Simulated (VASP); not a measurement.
# Ti2SnTe3 (P-6m2) in VASP: further runs

Runs on Ti2SnTe3. Level: PBE. Tasks: single point, relaxation of cell and atoms.

Program: VASP 6.6.1. These are calculated values, not measurements. Logs are shortened: lines on timing, memory, paths and dates and some standing lists are left out, and cuts for length are marked.

## (1) The cell of the first run

It takes space group P-6m2 (No. 187, hexagonal). The conventional cell has a = 5.261 Å, b = 5.261 Å, c = 6.337 Å, α = 90.00°, β = 90.00°, γ = 120.00°. Within 3.4 Å of Ti (site symmetry 3m) lie 1 Ti at 2.60 Å and 3 Sn at 3.30 Å and 3 Te at 3.30 Å. Sn (site symmetry -6m2) has 5 Te at 3.04 to 3.17 Å and 6 Ti at 3.30 Å within 4.0 Å. Within 4.0 Å of Te (site symmetry -6m2) lie 3 Te at 3.04 Å and 2 Sn at 3.17 Å and 6 Ti at 3.57 Å. Within 4.0 Å of Te (site symmetry -6m2) lie 3 Sn at 3.04 Å and 2 Te at 3.17 Å and 6 Ti at 3.30 Å. Within 4.0 Å of Te (site symmetry -6m2) lie 5 Te at 3.04 to 3.17 Å and 6 Ti at 3.57 Å.

The cell was generated, and may not be a known phase.

## (2) Single point, PBE

INCAR

```
SYSTEM = Ti2SnTe3
ALGO = Normal ; EDIFF = 1E-6
ENCUT = 520 ; GGA = PE
ISIF = 2 ; ISMEAR = 0
LASPH = .True. ; LCHARG = .True.
LELF = .True. ; LREAL = .False.
LVHAR = .True. ; LWAVE = .False.
NBANDS = 37 ; NELM = 80
PREC = Accurate ; SIGMA = 0.1
```

KPOINTS

```
k-points
0
Gamma
  6 6 4
  0 0 0
```

POSCAR

```
Ti2SnTe3
1.0
    5.2605346572      0.0000000000      0.0000000000
   -2.6302673286      4.5557566507      0.0000000000
    0.0000000000      0.0000000000      6.3368788108
Ti Sn Te
2 1 3
Direct
    0.0000000000      0.0000000000      0.2051845389
    0.0000000000      0.0000000000      0.7948154611
    0.3333333333      0.6666666667      0.0000000000
    0.3333333333      0.6666666667      0.5000000000
    0.6666666667      0.3333333333      0.0000000000
    0.6666666667      0.3333333333      0.5000000000
```

Potentials or basis: VASP PAW PBE potentials, release 64 (Ti_sv, Sn_d, Te).

Started as:

```
cat potpaw_PBE.64/Ti_sv/POTCAR potpaw_PBE.64/Sn_d/POTCAR potpaw_PBE.64/Te/POTCAR > POTCAR
mpirun -np 1 vasp_std > vasp.out
```

OUTCAR:

```text
SYSTEM = Ti2SnTe3
   EDIFF = 1E-6
   ENCUT = 520
   GGA = PE
   ISIF = 2
   ISMEAR = 0
   LASPH = .True.
   LREAL = .False.
   NELM = 80
   PREC = Accurate

 ion  position               nearest neighbor table
   1  0.000  0.000  0.205-   2 2.60   3 3.30   3 3.30   3 3.30
   2  0.000  0.000  0.795-   1 2.60   3 3.30   3 3.30   3 3.30
   3  0.333  0.667  0.000-   5 3.04   5 3.04   5 3.04   4 3.17   4 3.17   1 3.30   2 3.30   2 3.30
                             1 3.30   2 3.30   1 3.30
   4  0.333  0.667  0.500-   6 3.04   6 3.04   6 3.04   3 3.17   3 3.17
   5  0.667  0.333  0.000-   3 3.04   3 3.04   3 3.04   6 3.17   6 3.17
   6  0.667  0.333  0.500-   4 3.04   4 3.04   4 3.04   5 3.17   5 3.17

  LATTYP: Found a hexagonal cell.
 ALAT       =     5.2605346572
 C/A-ratio  =     1.2046073686

  Lattice vectors:

 A1 = (   5.2605346572,   0.0000000000,   0.0000000000)
 A2 = (  -2.6302673286,   4.5557566507,   0.0000000000)
 A3 = (   0.0000000000,   0.0000000000,   6.3368788108)

Analysis of symmetry for initial positions (statically):
=====================================================================
 Subroutine PRICEL returns:
 Original cell was already a primitive cell.

 Routine SETGRP: Setting up the symmetry group for a
 hexagonal supercell.

 Subroutine GETGRP returns: Found 12 space group operations
 (whereof 12 operations were pure point group operations)
 out of a pool of 24 trial point group operations.

The static configuration has the point symmetry D_3h.

Analysis of symmetry for dynamics (positions and initial velocities):
=====================================================================
 Subroutine PRICEL returns:
 Original cell was already a primitive cell.

 Routine SETGRP: Setting up the symmetry group for a
 hexagonal supercell.

 Subroutine GETGRP returns: Found 12 space group operations
 (whereof 12 operations were pure point group operations)
 out of a pool of 24 trial point group operations.

The dynamic configuration has the point symmetry D_3h.

 Subroutine INISYM returns: Found 12 space group operations
 (whereof 12 operations are pure point group operations),
 and found     1 'primitive' translations

----------------------------------------------------------------------------------------

                                     Primitive cell

  volume of cell :     151.8678

  direct lattice vectors                    reciprocal lattice vectors
     5.260534657  0.000000000  0.000000000     0.190094746  0.109751253  0.000000000
    -2.630267329  4.555756651  0.000000000     0.000000000  0.219502506  0.000000000
     0.000000000  0.000000000  6.336878811     0.000000000  0.000000000  0.157806395

  length of vectors
     5.260534657  5.260534657  6.336878811     0.219502506  0.219502506  0.157806395

  position of ions in fractional coordinates (direct lattice)
     0.000000000  0.000000000  0.205184539
     0.000000000  0.000000000  0.794815461
     0.333333333  0.666666667  0.000000000
     0.333333333  0.666666667  0.500000000
     0.666666667  0.333333333  0.000000000
     0.666666667  0.333333333  0.500000000

  ion indices of the primitive-cell ions
   primitive index   ion index
                 1           1
                 2           2
                 3           3
                 4           4
                 5           5
                 6           6

----------------------------------------------------------------------------------------

 KPOINTS: k-points

Automatic generation of k-mesh.
 Grid dimensions read from file:
 generate k-points for:    6    6    4

 Generating k-lattice:

  Cartesian coordinates                     Fractional coordinates (reciprocal lattice)
     0.031682458  0.018291875  0.000000000     0.166666667  0.000000000  0.000000000
     0.000000000  0.036583751  0.000000000     0.000000000  0.166666667  0.000000000
     0.000000000  0.000000000  0.039451599     0.000000000  0.000000000  0.250000000

  Length of vectors
     0.036583751  0.036583751  0.039451599

  Shift w.r.t. Gamma in fractional coordinates (k-lattice)
     0.000000000  0.000000000  0.000000000

 Subroutine IBZKPT returns following result:
 ===========================================

 Found     21 irreducible k-points:

 Following reciprocal coordinates:
            Coordinates               Weight
  0.000000  0.000000  0.000000      1.000000
  0.166667  0.000000  0.000000      6.000000
  0.333333  0.000000  0.000000      6.000000
  0.500000  0.000000  0.000000      3.000000
  0.166667  0.166667  0.000000      6.000000
  0.333333  0.166667  0.000000     12.000000
[... 13 lines left out ...]
  0.333333  0.166667  0.500000     12.000000
  0.333333  0.333333  0.500000      2.000000
   k-points           NKPTS =     21   k-points in BZ     NKDIM =     21   number of bands    NBANDS=     37
   number of dos      NEDOS =    301   number of ions     NIONS =      6
   total plane-waves  NPLWV =  76800
   dimension x,y,z NGX =    40 NGY =   40 NGZ =   48
   dimension x,y,z NGXF=    80 NGYF=   80 NGZF=   96
   ions per type =               2   1   3
   NGX,Y,Z   is equivalent  to a cutoff of  12.64, 12.64, 12.59 a.u.
   NGXF,Y,Z  is equivalent  to a cutoff of  25.28, 25.28, 25.19 a.u.
 SYSTEM =  Ti2SnTe3
   PREC   = accura    normal or accurate (medium, high low for compatibility)
   ISTART =      0    job   : 0-new  1-cont  2-samecut
   ICHARG =      2    charge: 1-file 2-atom 10-const
   ISPIN  =      1    spin polarized calculation?
   LNONCOLLINEAR =      F non collinear calculations
   LSORBIT =      F    spin-orbit coupling
   LASPH  =      T    aspherical Exc in radial PAW
   ENCUT  =  520.0 eV  38.22 Ry    6.18 a.u.   9.78  9.78 11.78*2*pi/ulx,y,z
   NELM   =     80;   NELMIN=  2; NELMDL= -5     # of ELM steps
   EDIFF  = 0.1E-05   stopping-criterion for ELM
   LREAL  =      F    real-space projection
   EDIFFG = 0.1E-04   stopping-criterion for IOM
   NSW    =      0    number of steps for IOM
   IBRION =     -1    ionic relax: 0-MD 1-quasi-New 2-CG
   NFREE  =      0    steps in history (QN), initial steepest desc. (CG)
   ISIF   =      2    stress and relaxation
   ISYM   =      2    0-nonsym 1-usesym 2-fastsym
   POTIM  = 0.5000    time-step for ionic-motion
   TEBEG  =    0.0;   TEEND  =   0.0 temperature during run
   PSTRESS=    0.0 pullay stress
   NELECT =      56.0000    total number of electrons
   NUPDOWN=      -1.0000    fix difference up-down
   EMIN   =  10.00;   EMAX   =-10.00  energy-range for DOS
   EFERMI =   0.00;   METHOD = LEGACY
   ISMEAR =     0;   SIGMA  =   0.10  broadening in eV -4-tet -1-fermi 0-gaus
   EFERMI_NEDOS =   21; number of points for ismear=-14 and -15
   IALGO  =     38    algorithm
   IMIX   =      4    mixing-type and parameters
     AMIX     =   0.40;   BMIX     =  1.00
     AMIX_MAG =   1.60;   BMIX_MAG =  1.00
  volume/ion in A,a.u.               =      25.31       170.81
  Fermi-wavevector in a.u.,A,eV,Ry     =   1.173948  2.218440 18.750926  1.378154
  Thomas-Fermi vector in A             =   2.310353
   LORBIT       =      0    0 simple, 1 ext, 2 COOP (PROOUT), +10 PAW based schemes
   GGA     = PE    functional components
   LHFCALC =     F    Hartree Fock is set to
   AEXX    =    0.0000 exact exchange contribution
   IVDW    =     0    specifies the selected vdW correction
   LEPSILON=     F    determine dielectric tensor
   LRPA    =     F    only Hartree local field effects (RPA)
 non-spin polarized calculation
 Gauss-broadening in eV      SIGMA  =   0.10
  energy-cutoff  :      520.00
  volume of cell :      151.87
 maximum number of plane-waves:      4112
 NGX is ok and might be reduce to    40
   NGX = 19   NGY = 19   NGZ = 23

 number of electron      56.0000006 magnetization

 Free energy of the ion-electron system (eV)
  ---------------------------------------------------
  ext. energy  EPLUGINS =         0.00000000
  ---------------------------------------------------
  free energy    TOTEN  =       -26.90549018 eV

  energy without entropy =      -26.87430101  energy(sigma->0) =      -26.88989560

 E-fermi :   8.3257     XC(G=0): -10.2851

 val. band max:        8.2906336353   @ k =   0.3333   0.0000   0.2500
 cond. band min:       8.3356365920   @ k =   0.5000   0.0000   0.0000
 fundamental gap:      0.0450029567
 Fermi energy:         8.3256579430

 k-point     1 :       0.0000    0.0000    0.0000
  band No.  band energies     occupation
      1     -49.1879      2.00000
      2     -49.1204      2.00000
      3     -25.5681      2.00000
      4     -25.5681      2.00000
      5     -25.5130      2.00000
      6     -25.5130      2.00000
[... 29 lines left out ...]
     36       9.8092      0.00000
     37      10.8051      0.00000

 k-point     2 :       0.1667    0.0000    0.0000
  band No.  band energies     occupation
      1     -49.1879      2.00000
      2     -49.1204      2.00000
      3     -25.5683      2.00000
      4     -25.5682      2.00000
      5     -25.5130      2.00000
      6     -25.5130      2.00000
[... 29 lines left out ...]
     36      10.1332      0.00000
     37      10.3509      0.00000

 k-point     3 :       0.3333    0.0000    0.0000
  band No.  band energies     occupation
      1     -49.1879      2.00000
      2     -49.1204      2.00000
      3     -25.5688      2.00000
      4     -25.5683      2.00000
      5     -25.5133      2.00000
      6     -25.5130      2.00000
[... 29 lines left out ...]
     36      10.0004      0.00000
     37      10.4626      0.00000
[... 641 lines left out ...]
 k-point    20 :       0.3333    0.1667    0.5000
  band No.  band energies     occupation
      1     -49.1872      2.00000
      2     -49.1211      2.00000
      3     -25.5677      2.00000
      4     -25.5673      2.00000
      5     -25.5145      2.00000
      6     -25.5142      2.00000
[... 29 lines left out ...]
     36       9.8710      0.00000
     37       9.9090      0.00000

 k-point    21 :       0.3333    0.3333    0.5000
  band No.  band energies     occupation
      1     -49.1872      2.00000
      2     -49.1211      2.00000
      3     -25.5676      2.00000
      4     -25.5675      2.00000
      5     -25.5145      2.00000
      6     -25.5144      2.00000
[... 29 lines left out ...]
     36       9.9665      0.00000
     37      10.0045      0.00000

------------------------ aborting loop because EDIFF is reached ----------------------------------------

  FORCE on cell =-STRESS in cart. coord.  units (eV):
  Direction    XX          YY          ZZ          XY          YZ          ZX
  --------------------------------------------------------------------------------------
  -------------------------------------------------------------------------------------
  Total       -0.0439849     -0.0439849     -0.0286065      0.0000000      0.0000000     -0.0000000
  in kB       -0.4640326     -0.4640326     -0.3017932      0.0000000      0.0000000     -0.0000000
  external PRESSURE =      -0.4099528 kB  Pullay stress =       0.0000000 kB

 VOLUME and BASIS-vectors are now :
 -----------------------------------------------------------------------------
  energy-cutoff  :      520.00
  volume of cell :      151.87
      direct lattice vectors                 reciprocal lattice vectors
     5.260534657  0.000000000  0.000000000     0.190094746  0.109751253  0.000000000
    -2.630267329  4.555756651  0.000000000     0.000000000  0.219502506  0.000000000
     0.000000000  0.000000000  6.336878811     0.000000000  0.000000000  0.157806395

 POSITION                                       TOTAL-FORCE (eV/Angst)
 -----------------------------------------------------------------------------------
      0.00000      0.00000      1.30023         0.000000     -0.000000     -0.010458
      0.00000      0.00000      5.03665         0.000000      0.000000      0.010458
     -0.00000      3.03717      0.00000         0.000000      0.000000      0.000000
     -0.00000      3.03717      3.16844         0.000000      0.000000      0.000000
      2.63027      1.51859      0.00000        -0.000000      0.000000      0.000000
      2.63027      1.51859      3.16844         0.000000      0.000000      0.000000
 -----------------------------------------------------------------------------------
    total drift:                               -0.000001      0.000000     -0.000000

  FREE ENERGIE OF THE ION-ELECTRON SYSTEM (eV)
  ---------------------------------------------------
  free  energy   TOTEN  =       -26.9054901805 eV

  energy  without entropy=      -26.8743010108  energy(sigma->0) =      -26.88989560
```

Wall time 2.7 min (1 thread of Intel Xeon Platinum 8259CL at 2.50GHz (Skylake/Cascade Lake), shared host); peak memory 0.33 GiB.

What came out:

- Free energy: -26.9055 eV
- Pressure: 0.0 GPa
- Largest force: 0.010 eV/Å
- Band gap on the k mesh: zero (bands 28 and 29 overlap by 1.10 eV)

Forces on the atoms (eV/Å):
```
Ti   0.000  0.000 -0.010
Ti   0.000  0.000  0.010
Sn   0.000  0.000  0.000
Te   0.000  0.000  0.000
Te   0.000  0.000  0.000
Te   0.000  0.000  0.000
```

Levels at points of the mesh, in eV from the Fermi level:
| k point | band 24 | band 25 | band 26 | band 27 | band 28 | band 29 | band 30 | band 31 | band 32 | band 33 |
| --- | --- | --- | --- | --- | --- | --- | --- | --- | --- | --- |
| (0.00, 0.00, 0.00) | -1.92 | -1.92 | -1.59 | -1.59 | -1.26 | -0.06 | -0.06 | 0.99 | 1.31 | 1.31 |
| (0.50, 0.00, 0.00) | -0.93 | -0.73 | -0.33 | 0.01 | 0.20 | 0.46 | 0.51 | 0.63 | 1.03 | 1.13 |
| (0.00, 0.00, 0.50) | -1.82 | -1.82 | -1.66 | -1.66 | -0.39 | 0.14 | 0.50 | 0.66 | 0.66 | 0.94 |
| (0.50, 0.00, 0.50) | -1.55 | -0.72 | -0.56 | -0.21 | -0.16 | -0.07 | 0.09 | 0.46 | 0.65 | 0.84 |

Caveat: spin-orbit coupling is left out, which moves the levels of the heavy elements.

(Continued in part 2 of 2.)

The gap in the log of VASP goes by the Fermi energy; the results here count the filled bands.